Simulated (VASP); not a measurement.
# LiF in VASP: further runs

The runs below take LiF through single point, with r2SCAN, PBE.

Program: VASP 6.6.1. These are calculated values, not measurements. Logs are shortened: lines on timing, memory, paths and dates and some standing lists are left out, and cuts for length are marked.

**1. The cell of the first run**

The structure is tetragonal, space group I-4m2 (No. 119). The conventional cell has a = 3.044 Å, b = 3.044 Å, c = 4.268 Å, α = 90.00°, β = 90.00°, γ = 90.00°. Within 2.5 Å of Li (site symmetry -4m2) lie 4 F at 1.86 Å. F (site symmetry -4m2) has 4 Li at 1.86 Å within 2.5 Å.

**2. Single point, r2SCAN (epitaxial xy strain +0.4%)**

The input, POSCAR:

```
LiF
1.0
    0.0000000000      2.1525456070      2.1342161016
    2.1525456070      0.0000000000      2.1342161016
    2.1525456070      2.1525456070      0.0000000000
Li F
1 1
Direct
    0.0000000000      0.0000000000      0.0000000000
    0.2500000000      0.2500000000      0.2500000000
```

The input, INCAR.step1:

```
SYSTEM = LiF
ALGO = Normal
EDIFF = 1E-4
ENCUT = 520
GGA = PE
ISMEAR = 0
LASPH = .True.
LCHARG = .False.
LREAL = .False.
LWAVE = .True.
NBANDS = 12
NELM = 60
PREC = Accurate
SIGMA = 0.01
```

The input, INCAR.step2:

```
SYSTEM = LiF
ALGO = Normal
EDIFF = 1E-6
ENCUT = 520
ISIF = 2
ISMEAR = 0
ISTART = 1
LASPH = .True.
LCHARG = .True.
LELF = .True.
LMIXTAU = .True.
LREAL = .False.
LVHAR = .True.
LWAVE = .False.
METAGGA = R2SCAN
NBANDS = 12
NELM = 60
PREC = Accurate
SIGMA = 0.01
```

The input, KPOINTS:

```
k-points
0
Gamma
  10 10 10
  0 0 0
```

Potentials or basis: VASP PAW PBE potentials, release 64 (Li_sv, F).

Command:

```bash
$ cat potpaw_PBE.64/Li_sv/POTCAR potpaw_PBE.64/F/POTCAR > POTCAR
$ cp INCAR.step1 INCAR
$ mpirun -np 1 vasp_std > vasp.out
$ cp INCAR.step2 INCAR
$ mpirun -np 1 vasp_std > vasp.out
```

OUTCAR:

```text
SYSTEM = LiF
   EDIFF = 1E-6
   ENCUT = 520
   ISIF = 2
   ISMEAR = 0
   ISTART = 1
   LASPH = .True.
   LREAL = .False.
   METAGGA = R2SCAN
   NELM = 60
   PREC = Accurate

 ion  position               nearest neighbor table
   1  0.000  0.000  0.000-   2 1.86   2 1.86   2 1.86   2 1.86
   2  0.250  0.250  0.250-   1 1.86   1 1.86   1 1.86   1 1.86

  LATTYP: Found a body centered tetragonal cell.
 ALAT       =     3.0441591910
 C/A-ratio  =     1.4021711531

  Lattice vectors:

 A1 = (   0.0000000000,  -2.1525456070,  -2.1342161016)
 A2 = (   0.0000000000,   2.1525456070,  -2.1342161016)
 A3 = (   2.1525456070,   0.0000000000,   2.1342161016)

Analysis of symmetry for initial positions (statically):
=====================================================================
 Subroutine PRICEL returns:
 Original cell was already a primitive cell.

 Routine SETGRP: Setting up the symmetry group for a
 body centered tetragonal supercell.

 Subroutine GETGRP returns: Found  8 space group operations
 (whereof  8 operations were pure point group operations)
 out of a pool of 16 trial point group operations.

The static configuration has the point symmetry D_2d.

Analysis of symmetry for dynamics (positions and initial velocities):
=====================================================================
 Subroutine PRICEL returns:
 Original cell was already a primitive cell.

 Routine SETGRP: Setting up the symmetry group for a
 body centered tetragonal supercell.

 Subroutine GETGRP returns: Found  8 space group operations
 (whereof  8 operations were pure point group operations)
 out of a pool of 16 trial point group operations.

The dynamic configuration has the point symmetry D_2d.

 Subroutine INISYM returns: Found  8 space group operations
 (whereof  8 operations are pure point group operations),
 and found     1 'primitive' translations

----------------------------------------------------------------------------------------

                                     Primitive cell

  volume of cell :      19.7776

  direct lattice vectors                    reciprocal lattice vectors
     0.000000000  2.152545607  2.134216102    -0.232283116  0.232283116  0.234278056
     2.152545607  0.000000000  2.134216102     0.232283116 -0.232283116  0.234278056
     2.152545607  2.152545607  0.000000000     0.232283116  0.232283116 -0.234278056

  length of vectors
     3.031225983  3.031225983  3.044159191     0.403481225  0.403481225  0.403481225

  position of ions in fractional coordinates (direct lattice)
     0.000000000  0.000000000  0.000000000
     0.250000000  0.250000000  0.250000000

  ion indices of the primitive-cell ions
   primitive index   ion index
                 1           1
                 2           2

----------------------------------------------------------------------------------------

 KPOINTS: k-points

Automatic generation of k-mesh.
 Grid dimensions read from file:
 generate k-points for:   10   10   10

 Generating k-lattice:

  Cartesian coordinates                     Fractional coordinates (reciprocal lattice)
    -0.023228312  0.023228312  0.023427806     0.100000000 -0.000000000  0.000000000
     0.023228312 -0.023228312  0.023427806    -0.000000000  0.100000000  0.000000000
     0.023228312  0.023228312 -0.023427806     0.000000000  0.000000000  0.100000000

  Length of vectors
     0.040348123  0.040348123  0.040348123

  Shift w.r.t. Gamma in fractional coordinates (k-lattice)
     0.000000000  0.000000000  0.000000000

 Subroutine IBZKPT returns following result:
 ===========================================

 Found    102 irreducible k-points:

 Following reciprocal coordinates:
            Coordinates               Weight
  0.000000  0.000000  0.000000      1.000000
  0.100000  0.000000  0.000000      8.000000
  0.200000  0.000000  0.000000      8.000000
  0.300000  0.000000  0.000000      8.000000
  0.400000  0.000000  0.000000      8.000000
  0.500000  0.000000  0.000000      4.000000
[... 16 lines left out ...]
  0.300000  0.300000  0.000000      2.000000
  0.400000  0.300000  0.000000      8.000000
 [... further k-points ...]
   k-points           NKPTS =    102   k-points in BZ     NKDIM =    102   number of bands    NBANDS=     12
   number of dos      NEDOS =    301   number of ions     NIONS =      2
   total plane-waves  NPLWV =  13824
   dimension x,y,z NGX =    24 NGY =   24 NGZ =   24
   dimension x,y,z NGXF=    48 NGYF=   48 NGZF=   48
   ions per type =               1   1
   NGX,Y,Z   is equivalent  to a cutoff of  13.16, 13.16, 13.11 a.u.
   NGXF,Y,Z  is equivalent  to a cutoff of  26.33, 26.33, 26.21 a.u.
 SYSTEM =  LiF
   PREC   = accura    normal or accurate (medium, high low for compatibility)
   ISTART =      1    job   : 0-new  1-cont  2-samecut
   ICHARG =      0    charge: 1-file 2-atom 10-const
   ISPIN  =      1    spin polarized calculation?
   LNONCOLLINEAR =      F non collinear calculations
   LSORBIT =      F    spin-orbit coupling
   LASPH  =      T    aspherical Exc in radial PAW
   ENCUT  =  520.0 eV  38.22 Ry    6.18 a.u.   5.64  5.64  5.66*2*pi/ulx,y,z
   NELM   =     60;   NELMIN=  2; NELMDL=  0     # of ELM steps
   EDIFF  = 0.1E-05   stopping-criterion for ELM
   LREAL  =      F    real-space projection
   EDIFFG = 0.1E-04   stopping-criterion for IOM
   NSW    =      0    number of steps for IOM
   IBRION =     -1    ionic relax: 0-MD 1-quasi-New 2-CG
   NFREE  =      0    steps in history (QN), initial steepest desc. (CG)
   ISIF   =      2    stress and relaxation
   ISYM   =      2    0-nonsym 1-usesym 2-fastsym
   POTIM  = 0.5000    time-step for ionic-motion
   TEBEG  =    0.0;   TEEND  =   0.0 temperature during run
   PSTRESS=    0.0 pullay stress
   NELECT =      10.0000    total number of electrons
   NUPDOWN=      -1.0000    fix difference up-down
   EMIN   =  10.00;   EMAX   =-10.00  energy-range for DOS
   EFERMI =   0.00;   METHOD = LEGACY
   ISMEAR =     0;   SIGMA  =   0.01  broadening in eV -4-tet -1-fermi 0-gaus
   EFERMI_NEDOS =   21; number of points for ismear=-14 and -15
   IALGO  =     38    algorithm
   IMIX   =      4    mixing-type and parameters
     AMIX     =   0.40;   BMIX     =  1.00
     AMIX_MAG =   1.60;   BMIX_MAG =  1.00
  volume/ion in A,a.u.               =       9.89        66.73
  Fermi-wavevector in a.u.,A,eV,Ry     =   1.304219  2.464616 23.143329  1.700987
  Thomas-Fermi vector in A             =   2.435169
   LORBIT       =      0    0 simple, 1 ext, 2 COOP (PROOUT), +10 PAW based schemes
   METAGGA = R2SCAN    functional components
   LHFCALC =     F    Hartree Fock is set to
   AEXX    =    0.0000 exact exchange contribution
   IVDW    =     0    specifies the selected vdW correction
   LEPSILON=     F    determine dielectric tensor
   LRPA    =     F    only Hartree local field effects (RPA)
 non-spin polarized calculation
 Gauss-broadening in eV      SIGMA  =   0.01
  energy-cutoff  :      520.00
  volume of cell :       19.78
 maximum number of plane-waves:       544
   NGX = 11   NGY = 11   NGZ = 11

 number of electron       9.9999987 magnetization

 Free energy of the ion-electron system (eV)
  ---------------------------------------------------
  ext. energy  EPLUGINS =         0.00000000
  ---------------------------------------------------
  free energy    TOTEN  =       -11.80619090 eV

  energy without entropy =      -11.80619090  energy(sigma->0) =      -11.80619090

 E-fermi :  -2.9403     XC(G=0):  -9.3774

 val. band max:       -3.1594761451   @ k =   0.0000   0.0000   0.0000
 cond. band min:       5.5758656528   @ k =   0.0000   0.0000   0.0000
 fundamental gap:      8.7353417978
 Fermi energy:        -2.9403305816

 k-point     1 :       0.0000    0.0000    0.0000
  band No.  band energies     occupation
      1     -44.6292      2.00000
      2     -23.6202      2.00000
      3      -3.1735      2.00000
      4      -3.1735      2.00000
      5      -3.1595      2.00000
      6       5.5759      0.00000
      7      17.8662      0.00000
      8      17.8753      0.00000
      9      17.8758      0.00000
     10      25.9957      0.00000
     11      25.9957      0.00000
     12      26.2423      0.00000

 k-point     2 :       0.1000    0.0000    0.0000
  band No.  band energies     occupation
      1     -44.6255      2.00000
      2     -23.6050      2.00000
      3      -3.3835      2.00000
      4      -3.2001      2.00000
      5      -3.1887      2.00000
      6       5.8577      0.00000
      7      17.5903      0.00000
      8      17.9245      0.00000
      9      17.9330      0.00000
     10      24.6757      0.00000
     11      24.7661      0.00000
     12      25.0081      0.00000

 k-point     3 :       0.2000    0.0000    0.0000
  band No.  band energies     occupation
      1     -44.6159      2.00000
      2     -23.5647      2.00000
      3      -3.9112      2.00000
      4      -3.2685      2.00000
      5      -3.2523      2.00000
      6       6.6332      0.00000
      7      16.6088      0.00000
      8      17.9239      0.00000
      9      17.9782      0.00000
     10      23.8851      0.00000
     11      23.9813      0.00000
     12      24.2299      0.00000
[... 286 lines left out ...]
 k-point    23 :       0.3000    0.3000    0.0000
  band No.  band energies     occupation
      1     -44.5955      2.00000
      2     -23.4768      2.00000
      3      -4.1899      2.00000
      4      -3.7142      2.00000
      5      -3.7142      2.00000
      6       7.6551      0.00000
      7      15.7389      0.00000
      8      17.5602      0.00000
      9      17.5605      0.00000
     10      19.1518      0.00000
     11      26.9538      0.00000
     12      30.3512      0.00000

 k-point    24 :       0.4000    0.3000    0.0000
  band No.  band energies     occupation
      1     -44.5878      2.00000
      2     -23.4431      2.00000
      3      -4.4372      2.00000
      4      -3.8017      2.00000
      5      -3.8005      2.00000
      6       8.1523      0.00000
      7      14.5179      0.00000
      8      17.5768      0.00000
      9      17.6835      0.00000
     10      19.6962      0.00000
     11      26.4989      0.00000
     12      30.1119      0.00000

 [... further k-points ...]
[... 5 lines left out ...]
  --------------------------------------------------------------------------------------
  -------------------------------------------------------------------------------------
  Total       -0.0596961     -0.0596961     -0.0398594      0.0000000      0.0000000      0.0000000
  in kB       -4.8359714     -4.8359714     -3.2290017      0.0000000      0.0000000      0.0000000
  external PRESSURE =      -4.3003148 kB  Pullay stress =       0.0000000 kB

 VOLUME and BASIS-vectors are now :
 -----------------------------------------------------------------------------
  energy-cutoff  :      520.00
  volume of cell :       19.78
      direct lattice vectors                 reciprocal lattice vectors
     0.000000000  2.152545607  2.134216102    -0.232283116  0.232283116  0.234278056
     2.152545607  0.000000000  2.134216102     0.232283116 -0.232283116  0.234278056
     2.152545607  2.152545607  0.000000000     0.232283116  0.232283116 -0.234278056

 POSITION                                       TOTAL-FORCE (eV/Angst)
 -----------------------------------------------------------------------------------
      0.00000      0.00000      0.00000        -0.000000     -0.000000     -0.000000
      1.07627      1.07627      1.06711         0.000000      0.000000      0.000000
 -----------------------------------------------------------------------------------
    total drift:                               -0.000000     -0.000000     -0.000000

  FREE ENERGIE OF THE ION-ELECTRON SYSTEM (eV)
  ---------------------------------------------------
  free  energy   TOTEN  =       -11.8061908951 eV

  energy  without entropy=      -11.8061908951  energy(sigma->0) =      -11.80619090
```

It took 4.3 min on 1 thread of AMD EPYC, shared host; peak memory 0.12 GiB.

Results:

```
Free energy            : -11.8062 eV
Band gap on the k mesh : 8.74 eV
```

Levels at points of the mesh, in eV from the valence-band top:
| k point | band 2 | band 3 | band 4 | band 5 | band 6 | band 7 | band 8 | band 9 |
| --- | --- | --- | --- | --- | --- | --- | --- | --- |
| (0.00, 0.00, 0.00) | -20.46 | -0.01 | -0.01 | 0.00 | 8.74 | 21.03 | 21.03 | 21.04 |
| (0.50, 0.00, 0.00) | -20.29 | -1.97 | -0.28 | -0.25 | 12.84 | 16.02 | 20.39 | 20.53 |
| (0.50, 0.50, 0.00) | -20.24 | -1.37 | -0.83 | -0.83 | 11.35 | 17.01 | 20.89 | 20.89 |
| (0.50, 0.00, 0.50) | -20.25 | -1.39 | -0.80 | -0.79 | 11.34 | 16.95 | 20.91 | 21.05 |

Caveat: the cell differs from its parent crystal (epitaxial xy strain +0.4%); the cutoff is under 1.25 times the usual one of these potentials, so pressure, stress and relaxed cells hold a basis-set (Pulay) error; the PAW data sets were made with another functional, which shifts forces and pressure a little.

**3. Single point, PBE (shear xy strain -5.8%)**

The input, INCAR:

```
SYSTEM = LiF
PREC = Accurate
ENCUT = 520
EDIFF = 1E-6
ISMEAR = -1
SIGMA = 0.02
LREAL = .False.
LASPH = .True.
NELM = 80
ALGO = Normal
ISIF = 2
LWAVE = .False.
LCHARG = .True.
GGA = PE
LELF = .True.
LVHAR = .True.
NBANDS = 12
```

The input, KPOINTS:

```
regular mesh
0
Gamma
  10 10 10
  0 0 0
```

The input, POSCAR:

```
LiF
1.0
   -0.0624081669      2.1446105480      2.1446105480
    2.1446105480     -0.0624081669      2.1446105480
    2.0822023810      2.0822023810      0.0000000000
Li F
1 1
Direct
   -0.0056022510     -0.0056022510      0.0056022510
    0.2556022510      0.2556022510      0.2443977490
```

Potentials or basis: VASP PAW PBE potentials, release 64 (Li_sv, F).

Command:

```bash
$ cat potpaw_PBE.64/Li_sv/POTCAR potpaw_PBE.64/F/POTCAR > POTCAR
$ mpirun -np 1 vasp_std > vasp.out
```

Run time: 90 s. Hardware: 1 thread of AMD EPYC, shared host; peak memory 0.12 GiB.

Results (log left out):

- Free energy: -9.6099 eV
- Largest force: 0.005 eV/Å
- Band gap on the k mesh: 7.79 eV

Forces in eV/Å, atoms in the order of the input:
```
Li   0.000  0.000 -0.005
F    0.000  0.000  0.005
```

Levels at points of the mesh, in eV from the valence-band top:
```csv
k point,band 3,band 4,band 5,band 6,band 7,band 8
"(0.00, 0.00, 0.00)",-0.22,-0.12,0.00,7.79,18.76,19.40
"(0.50, 0.00, 0.00)",-2.11,-0.37,-0.25,11.70,14.74,19.23
"(0.50, 0.50, 0.00)",-1.53,-1.11,-0.72,10.48,15.88,18.89
"(0.00, 0.00, 0.50)",-2.13,-0.48,-0.40,11.97,14.97,18.60
"(0.50, 0.00, 0.50)",-1.54,-0.92,-0.91,10.47,15.84,19.41
```

Caveat: the cell differs from its parent crystal (shear xy strain -5.8%); the cutoff is under 1.25 times the usual one of these potentials, so pressure, stress and relaxed cells hold a basis-set (Pulay) error. A k mesh can miss the band edges.

**4. Single point, r2SCAN (shear xy strain -5.8%)**

POSCAR is that of step 3.

The input, INCAR.step1:

```
PREC = Accurate
ENCUT = 520
ISMEAR = 0
SIGMA = 0.01
LREAL = False
LASPH = True
NELM = 60
NBANDS = 12
GGA = PE
ALGO = Normal
EDIFF = 1E-4
LWAVE = True
LCHARG = False
```

The input, INCAR.step2:

```
PREC = Accurate
ENCUT = 520
EDIFF = 1E-7
ISMEAR = 0
SIGMA = 0.01
LREAL = False
LASPH = True
NELM = 60
ALGO = Normal
ISIF = 2
LWAVE = False
LCHARG = True
METAGGA = R2SCAN
LMIXTAU = True
LELF = True
LVHAR = True
NBANDS = 12
ISTART = 1
```

The input, KPOINTS:

```
regular mesh
0
Gamma
  10 10 10
```

Command:

```bash
$ cat potpaw_PBE.64/Li_sv/POTCAR potpaw_PBE.64/F/POTCAR > POTCAR
$ cp INCAR.step1 INCAR
$ mpirun -np 1 vasp_std > vasp.out
$ cp INCAR.step2 INCAR
$ mpirun -np 1 vasp_std > vasp.out
```

It took 8.3 min on 1 thread of AMD EPYC, shared host; peak memory 0.13 GiB.

The run converged. Its results:

* Free energy: -11.7981 eV
* Largest force: 0.023 eV/Å
* Band gap on the k mesh: 8.63 eV

Forces on the atoms (eV/Å):
```
Li   0.000  0.000 -0.023
F    0.000  0.000  0.023
```

Levels at points of the mesh, in eV from the valence-band top:
| k point | band 2 | band 3 | band 4 | band 5 | band 6 | band 7 | band 8 | band 9 |
| --- | --- | --- | --- | --- | --- | --- | --- | --- |
| (0.00, 0.00, 0.00) | -20.58 | -0.22 | -0.12 | 0.00 | 8.63 | 20.28 | 20.97 | 21.65 |
| (0.50, 0.00, 0.00) | -20.44 | -2.08 | -0.36 | -0.25 | 12.59 | 15.82 | 20.60 | 20.89 |
| (0.50, 0.50, 0.00) | -20.36 | -1.51 | -1.10 | -0.72 | 11.23 | 16.90 | 20.31 | 21.46 |
| (0.00, 0.00, 0.50) | -20.38 | -2.10 | -0.48 | -0.40 | 12.87 | 16.02 | 19.91 | 20.19 |
| (0.50, 0.00, 0.50) | -20.35 | -1.51 | -0.92 | -0.91 | 11.23 | 16.85 | 20.86 | 20.89 |

Caveat: the cell differs from its parent crystal (shear xy strain -5.8%); the cutoff is under 1.25 times the usual one of these potentials, so pressure, stress and relaxed cells hold a basis-set (Pulay) error; the PAW data sets were made with another functional, which shifts forces and pressure a little. A k mesh can miss the band edges.

**5. Overview**

```csv
level,cell,smearing,gap on the mesh (eV),largest force (eV/Å)
r2SCAN,"a = 3.031, b = 3.031, c = 3.044 Å, angles 59.9, 59.9, 60.3°, 2 atoms, epitaxial xy strain +0.4%",gaussian 0.01 eV,8.74,-
PBE,"a = 3.034, b = 3.034, c = 2.945 Å, angles 61.0, 61.0, 61.9°, 2 atoms, shear xy strain -5.8%",fermi-dirac 0.02 eV,7.79,0.01
r2SCAN,"a = 3.034, b = 3.034, c = 2.945 Å, angles 61.0, 61.0, 61.9°, 2 atoms, shear xy strain -5.8%",gaussian 0.01 eV,8.63,0.02
```

Alike in all rows: task single point; potentials or basis VASP PAW PBE potentials, release 64 (Li_sv, F); no spin polarisation; k mesh 10 × 10 × 10; cutoff (eV) 520.

Caveats: the cutoff is under 1.25 times the usual one of these potentials, so pressure, stress and relaxed cells hold a basis-set (Pulay) error; the PAW data sets were made with another functional, which shifts forces and pressure a little (at least some runs).

Total energies depend on the potentials used, so only differences within one code and one set of settings carry meaning.
